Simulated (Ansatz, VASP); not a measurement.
In in VASP and in Ansatz

INCAR

```
PREC = Accurate
ENCUT = 600
EDIFF = 1E-7
ISMEAR = 0
SIGMA = 0.1
LREAL = F
LASPH = T
NELM = 80
ALGO = Fast
ISIF = 3
LWAVE = F
LCHARG = F
GGA = PE
IBRION = 2
NSW = 100
EDIFFG = -0.005
```

Contents of KPOINTS:

```
Automatic mesh
0
Gamma
  18 18 18
```

POSCAR

```
In
1.0
   -1.6947072674      1.6947072674      2.2973723912
    1.6947072674     -1.6947072674      2.2973723912
    1.6947072674      1.6947072674     -2.2973723912
In
1
Direct
    0.0000000000      0.0000000000      0.0000000000
```

Input for Ansatz:

```yaml
crystal:
  lattice:
    - [-1.6947072674, 1.6947072674, 2.2973723912]
    - [1.6947072674, -1.6947072674, 2.2973723912]
    - [1.6947072674, 1.6947072674, -2.2973723912]
  atoms:
    - { symbol: In, position: [0.0, 0.0, 0.0] }
basis:
  ecutwfc: 420
kpoints:
  mp_grid: { grid: [18, 18, 18] }
hamiltonian:
  xc: pbe
scf:
  occupations: { method: gaussian, width: 0.1 }
output:
  forces: true
  stress: true
  eigenvalues: true
relax:
  adjacent_minimum: "off"
  f_tol: 0.005
  max_steps: 80
  cell: { stress_tol: 0.05 }
```

Alike in both runs: task relaxation of cell and atoms; functional PBE; k mesh 18 × 18 × 18; occupations gaussian, width 0.1 eV; no spin polarisation.

```csv
,VASP,Ansatz
version,VASP 6.6.1,Ansatz 0.2.0
potentials or method,"VASP PAW PBE potentials, release 64 (In_d), cutoff 600 eV","scalar-relativistic, plane waves, PAW"
valence electrons in the cell,13,13
```

VASP gave:

```
gap on the k mesh at the Fermi level, each at its own relaxed structure (eV) : none
relaxed volume (Å³/atom)                                                     : 27.49
relaxed length of the cell vector where the two differ most in proportion (Å)              : 3.386
```

**Question.** What did Ansatz give for the same quantities?

**Answer.** gap on the k mesh at the Fermi level, each at its own relaxed structure (eV): none; relaxed volume (Å³/atom): 27.47; relaxed length of the cell vector where the two differ most in proportion (Å): 3.387.

A gap of «none» marks a metal or a gap that the smearing closes.
